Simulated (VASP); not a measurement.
# InAsS4 (P4/mmm) in VASP: a series of runs

InAsS4 is run at these levels: PBE; tasks: single point, relaxation of cell and atoms.

Program: VASP 6.6.1. These are calculated values, not measurements. Logs are shortened: lines on timing, memory, paths and dates and some standing lists are left out, and cuts for length are marked.

## Step 1: The cell of the first run

The structure is tetragonal, space group P4/mmm (No. 123). Conventional cell: a = 3.742 Å, b = 3.742 Å, c = 10.145 Å, α = 90.00°, β = 90.00°, γ = 90.00°. In (site symmetry 4/mmm) has 8 S at 2.87 Å and 4 In at 3.74 Å within 3.8 Å. Within 3.8 Å of As (site symmetry 4/mmm) lie 8 S at 2.84 Å and 4 As at 3.74 Å. Within 2.9 Å of S (site symmetry 4mm) lie 1 S at 2.08 Å and 4 As at 2.84 Å. S (site symmetry 4mm) has 1 S at 2.20 Å and 4 In at 2.87 Å within 2.9 Å.

The cell was generated, and may not be a known phase.

## Step 2: Single point, PBE

File INCAR:

```
SYSTEM = InAsS4
  ALGO = Normal
  EDIFF = 1E-6
  ENCUT = 510
  GGA = PE
  GGA_COMPAT = .FALSE.
  ISIF = 2
  ISMEAR = 0
  LASPH = .TRUE.
  LCHARG = .FALSE.
  LREAL = .FALSE.
  LWAVE = .FALSE.
  NBANDS = 35
  NELM = 120
  PREC = Accurate
  SIGMA = 0.1
```

File KPOINTS:

```
k-points
0
G
  6 6 2
  0 0 0
```

File POSCAR:

```
InAsS4
1.0
    3.7421249259      0.0000000000      0.0000000000
    0.0000000000      3.7421249259      0.0000000000
    0.0000000000      0.0000000000     10.1449940241
In As S
1 1 4
Direct
    0.0000000000      0.0000000000      0.0000000000
    0.5000000000      0.5000000000      0.5000000000
    0.0000000000      0.0000000000      0.6025277410
    0.5000000000      0.5000000000      0.1083098749
    0.5000000000      0.5000000000      0.8916901251
    0.0000000000      0.0000000000      0.3974722590
```

Potentials or basis: VASP PAW PBE potentials, release 64 (In_d, As_d, S).

The run is started by

```sh
cat potpaw_PBE.64/In_d/POTCAR potpaw_PBE.64/As_d/POTCAR potpaw_PBE.64/S/POTCAR > POTCAR
mpirun -np 1 vasp_std > vasp.out
```

OUTCAR:

```text
SYSTEM = InAsS4
   EDIFF = 1E-6
   ENCUT = 510
   GGA = PE
   ISIF = 2
   ISMEAR = 0
   LASPH = .TRUE.
   LREAL = .FALSE.
   NELM = 120
   PREC = Accurate

 ion  position               nearest neighbor table
   1  0.000  0.000  0.000-   4 2.87   5 2.87   4 2.87   5 2.87   4 2.87   5 2.87   4 2.87   5 2.87

   2  0.500  0.500  0.500-   3 2.84   6 2.84   3 2.84   6 2.84   3 2.84   6 2.84   3 2.84   6 2.84

   3  0.000  0.000  0.603-   6 2.08   2 2.84   2 2.84   2 2.84   2 2.84
   4  0.500  0.500  0.108-   5 2.20   1 2.87   1 2.87   1 2.87   1 2.87
   5  0.500  0.500  0.892-   4 2.20   1 2.87   1 2.87   1 2.87   1 2.87
   6  0.000  0.000  0.397-   3 2.08   2 2.84   2 2.84   2 2.84   2 2.84

  LATTYP: Found a simple tetragonal cell.
 ALAT       =     3.7421249259
 C/A-ratio  =     2.7110249457

  Lattice vectors:

 A1 = (   3.7421249259,   0.0000000000,   0.0000000000)
 A2 = (   0.0000000000,   3.7421249259,   0.0000000000)
 A3 = (   0.0000000000,   0.0000000000,  10.1449940241)

Analysis of symmetry for initial positions (statically):
=====================================================================
 Subroutine PRICEL returns:
 Original cell was already a primitive cell.

 Routine SETGRP: Setting up the symmetry group for a
 simple tetragonal supercell.

 Subroutine GETGRP returns: Found 16 space group operations
 (whereof 16 operations were pure point group operations)
 out of a pool of 16 trial point group operations.

The static configuration has the point symmetry D_4h.

Analysis of symmetry for dynamics (positions and initial velocities):
=====================================================================
 Subroutine PRICEL returns:
 Original cell was already a primitive cell.

 Routine SETGRP: Setting up the symmetry group for a
 simple tetragonal supercell.

 Subroutine GETGRP returns: Found 16 space group operations
 (whereof 16 operations were pure point group operations)
 out of a pool of 16 trial point group operations.

The dynamic configuration has the point symmetry D_4h.

 Subroutine INISYM returns: Found 16 space group operations
 (whereof 16 operations are pure point group operations),
 and found     1 'primitive' translations

----------------------------------------------------------------------------------------

                                     Primitive cell

  volume of cell :     142.0654

  direct lattice vectors                    reciprocal lattice vectors
     3.742124926  0.000000000  0.000000000     0.267227850  0.000000000  0.000000000
     0.000000000  3.742124926  0.000000000     0.000000000  0.267227850  0.000000000
     0.000000000  0.000000000 10.144994024     0.000000000  0.000000000  0.098570783

  length of vectors
     3.742124926  3.742124926 10.144994024     0.267227850  0.267227850  0.098570783

  position of ions in fractional coordinates (direct lattice)
     0.000000000  0.000000000  0.000000000
     0.500000000  0.500000000  0.500000000
     0.000000000  0.000000000  0.602527741
     0.500000000  0.500000000  0.108309875
     0.500000000  0.500000000  0.891690125
     0.000000000  0.000000000  0.397472259

  ion indices of the primitive-cell ions
   primitive index   ion index
                 1           1
                 2           2
                 3           3
                 4           4
                 5           5
                 6           6

----------------------------------------------------------------------------------------

 KPOINTS: k-points

Automatic generation of k-mesh.
 Grid dimensions read from file:
 generate k-points for:    6    6    2

 Generating k-lattice:

  Cartesian coordinates                     Fractional coordinates (reciprocal lattice)
     0.044537975  0.000000000  0.000000000     0.166666667  0.000000000  0.000000000
     0.000000000  0.044537975  0.000000000     0.000000000  0.166666667  0.000000000
     0.000000000  0.000000000  0.049285391     0.000000000  0.000000000  0.500000000

  Length of vectors
     0.044537975  0.044537975  0.049285391

  Shift w.r.t. Gamma in fractional coordinates (k-lattice)
     0.000000000  0.000000000  0.000000000

 Subroutine IBZKPT returns following result:
 ===========================================

 Found     20 irreducible k-points:

 Following reciprocal coordinates:
            Coordinates               Weight
  0.000000  0.000000  0.000000      1.000000
  0.166667  0.000000  0.000000      4.000000
  0.333333  0.000000  0.000000      4.000000
  0.500000  0.000000  0.000000      2.000000
  0.166667  0.166667  0.000000      4.000000
  0.333333  0.166667  0.000000      8.000000
[... 12 lines left out ...]
  0.500000  0.333333  0.500000      4.000000
  0.500000  0.500000  0.500000      1.000000
   k-points           NKPTS =     20   k-points in BZ     NKDIM =     20   number of bands    NBANDS=     35
   number of dos      NEDOS =    301   number of ions     NIONS =      6
   total plane-waves  NPLWV =  62720
   dimension x,y,z NGX =    28 NGY =   28 NGZ =   80
   dimension x,y,z NGXF=    56 NGYF=   56 NGZF=  160
   ions per type =               1   1   4
   NGX,Y,Z   is equivalent  to a cutoff of  12.44, 12.44, 13.11 a.u.
   NGXF,Y,Z  is equivalent  to a cutoff of  24.88, 24.88, 26.22 a.u.
 SYSTEM =  InAsS4
   PREC   = accura    normal or accurate (medium, high low for compatibility)
   ISTART =      0    job   : 0-new  1-cont  2-samecut
   ICHARG =      2    charge: 1-file 2-atom 10-const
   ISPIN  =      1    spin polarized calculation?
   LNONCOLLINEAR =      F non collinear calculations
   LSORBIT =      F    spin-orbit coupling
   LASPH  =      T    aspherical Exc in radial PAW
   ENCUT  =  510.0 eV  37.48 Ry    6.12 a.u.   6.89  6.89 18.68*2*pi/ulx,y,z
   NELM   =    120;   NELMIN=  2; NELMDL= -5     # of ELM steps
   EDIFF  = 0.1E-05   stopping-criterion for ELM
   LREAL  =      F    real-space projection
   EDIFFG = 0.1E-04   stopping-criterion for IOM
   NSW    =      0    number of steps for IOM
   IBRION =     -1    ionic relax: 0-MD 1-quasi-New 2-CG
   NFREE  =      0    steps in history (QN), initial steepest desc. (CG)
   ISIF   =      2    stress and relaxation
   ISYM   =      2    0-nonsym 1-usesym 2-fastsym
   POTIM  = 0.5000    time-step for ionic-motion
   TEBEG  =    0.0;   TEEND  =   0.0 temperature during run
   PSTRESS=    0.0 pullay stress
   NELECT =      52.0000    total number of electrons
   NUPDOWN=      -1.0000    fix difference up-down
   EMIN   =  10.00;   EMAX   =-10.00  energy-range for DOS
   EFERMI =   0.00;   METHOD = LEGACY
   ISMEAR =     0;   SIGMA  =   0.10  broadening in eV -4-tet -1-fermi 0-gaus
   EFERMI_NEDOS =   21; number of points for ismear=-14 and -15
   IALGO  =     38    algorithm
   IMIX   =      4    mixing-type and parameters
     AMIX     =   0.40;   BMIX     =  1.00
     AMIX_MAG =   1.60;   BMIX_MAG =  1.00
  volume/ion in A,a.u.               =      23.68       159.78
  Fermi-wavevector in a.u.,A,eV,Ry     =   1.171062  2.212986 18.658837  1.371386
  Thomas-Fermi vector in A             =   2.307511
   LORBIT       =      0    0 simple, 1 ext, 2 COOP (PROOUT), +10 PAW based schemes
   GGA     = PE    functional components
   LHFCALC =     F    Hartree Fock is set to
   AEXX    =    0.0000 exact exchange contribution
   IVDW    =     0    specifies the selected vdW correction
   LEPSILON=     F    determine dielectric tensor
   LRPA    =     F    only Hartree local field effects (RPA)
 non-spin polarized calculation
 Gauss-broadening in eV      SIGMA  =   0.10
  energy-cutoff  :      510.00
  volume of cell :      142.07
 maximum number of plane-waves:      3748
 NGX is ok and might be reduce to    28
   NGX = 13   NGY = 13   NGZ = 37

 number of electron      51.9999990 magnetization

 Free energy of the ion-electron system (eV)
  ---------------------------------------------------
  ext. energy  EPLUGINS =         0.00000000
  ---------------------------------------------------
  free energy    TOTEN  =       -21.99360170 eV

  energy without entropy =      -21.97722463  energy(sigma->0) =      -21.98541316

 E-fermi :   4.3283     XC(G=0):  -9.3009

 val. band max:        4.3148202201   @ k =   0.3333   0.0000   0.5000
 cond. band min:       4.3285632271   @ k =   0.5000   0.3333   0.0000
 fundamental gap:      0.0137430070
 Fermi energy:         4.3282770465

 k-point     1 :       0.0000    0.0000    0.0000
  band No.  band energies     occupation
      1     -32.3926      2.00000
      2     -32.3903      2.00000
      3     -32.3673      2.00000
      4     -32.3673      2.00000
      5     -32.3672      2.00000
      6     -12.0564      2.00000
[... 27 lines left out ...]
     34       9.0257      0.00000
     35      11.4773      0.00000

 k-point     2 :       0.1667    0.0000    0.0000
  band No.  band energies     occupation
      1     -32.3921      2.00000
      2     -32.3905      2.00000
      3     -32.3674      2.00000
      4     -32.3672      2.00000
      5     -32.3670      2.00000
      6     -11.9019      2.00000
[... 27 lines left out ...]
     34       9.2247      0.00000
     35      10.9021      0.00000

 k-point     3 :       0.3333    0.0000    0.0000
  band No.  band energies     occupation
      1     -32.3911      2.00000
      2     -32.3910      2.00000
      3     -32.3678      2.00000
      4     -32.3672      2.00000
      5     -32.3665      2.00000
      6     -11.5334      2.00000
[... 27 lines left out ...]
     34       9.8854      0.00000
     35       9.8989      0.00000
[... 571 lines left out ...]
 k-point    19 :       0.5000    0.3333    0.5000
  band No.  band energies     occupation
      1     -32.3921      2.00000
      2     -32.3891      2.00000
      3     -32.3679      2.00000
      4     -32.3677      2.00000
      5     -32.3658      2.00000
      6     -11.2538      2.00000
[... 27 lines left out ...]
     34       9.7068      0.00000
     35      11.3522      0.00000

 k-point    20 :       0.5000    0.5000    0.5000
  band No.  band energies     occupation
      1     -32.3924      2.00000
      2     -32.3886      2.00000
      3     -32.3679      2.00000
      4     -32.3679      2.00000
      5     -32.3656      2.00000
      6     -11.3546      2.00000
[... 27 lines left out ...]
     34       9.6832      0.00000
     35      11.8356      0.00000

------------------------ aborting loop because EDIFF is reached ----------------------------------------

  FORCE on cell =-STRESS in cart. coord.  units (eV):
  Direction    XX          YY          ZZ          XY          YZ          ZX
  --------------------------------------------------------------------------------------
  -------------------------------------------------------------------------------------
  Total       -0.0924324     -0.0924324     -0.4062694      0.0000000      0.0000000      0.0000000
  in kB       -1.0424285     -1.0424285     -4.5818025      0.0000000      0.0000000      0.0000000
  external PRESSURE =      -2.2222198 kB  Pullay stress =       0.0000000 kB

 VOLUME and BASIS-vectors are now :
 -----------------------------------------------------------------------------
  energy-cutoff  :      510.00
  volume of cell :      142.07
      direct lattice vectors                 reciprocal lattice vectors
     3.742124926  0.000000000  0.000000000     0.267227850  0.000000000  0.000000000
     0.000000000  3.742124926  0.000000000     0.000000000  0.267227850  0.000000000
     0.000000000  0.000000000 10.144994024     0.000000000  0.000000000  0.098570783

 POSITION                                       TOTAL-FORCE (eV/Angst)
 -----------------------------------------------------------------------------------
      0.00000      0.00000      0.00000         0.000000      0.000000      0.000000
      1.87106      1.87106      5.07250         0.000000      0.000000      0.000000
      0.00000      0.00000      6.11264        -0.000000     -0.000000     -0.136194
      1.87106      1.87106      1.09880         0.000000      0.000000     -0.089206
      1.87106      1.87106      9.04619         0.000000     -0.000000      0.089206
      0.00000      0.00000      4.03235         0.000000      0.000000      0.136194
 -----------------------------------------------------------------------------------
    total drift:                                0.000000      0.000000      0.000000

  FREE ENERGIE OF THE ION-ELECTRON SYSTEM (eV)
  ---------------------------------------------------
  free  energy   TOTEN  =       -21.9936016978 eV

  energy  without entropy=      -21.9772246291  energy(sigma->0) =      -21.98541316
```

It took 71 s on 1 thread of Intel Xeon Platinum 8375C at 2.90GHz (Ice Lake), shared host; peak memory 0.28 GiB.

Results:

```
Free energy            : -21.9936 eV
Pressure               : -0.2 GPa
Largest force          : 0.136 eV/Å
Band gap on the k mesh : zero (bands 26 and 27 overlap by 1.33 eV)
```

Forces in eV/Å, atoms in the order of the input:
```
In   0.000  0.000  0.000
As   0.000  0.000  0.000
S    0.000  0.000 -0.136
S    0.000  0.000 -0.089
S    0.000  0.000  0.089
S    0.000  0.000  0.136
```

Caveat: spin-orbit coupling is left out, which moves the levels of the heavy elements.

(Continued in part 2 of 2.)

The gap in the log of VASP goes by the Fermi energy; the results here count the filled bands.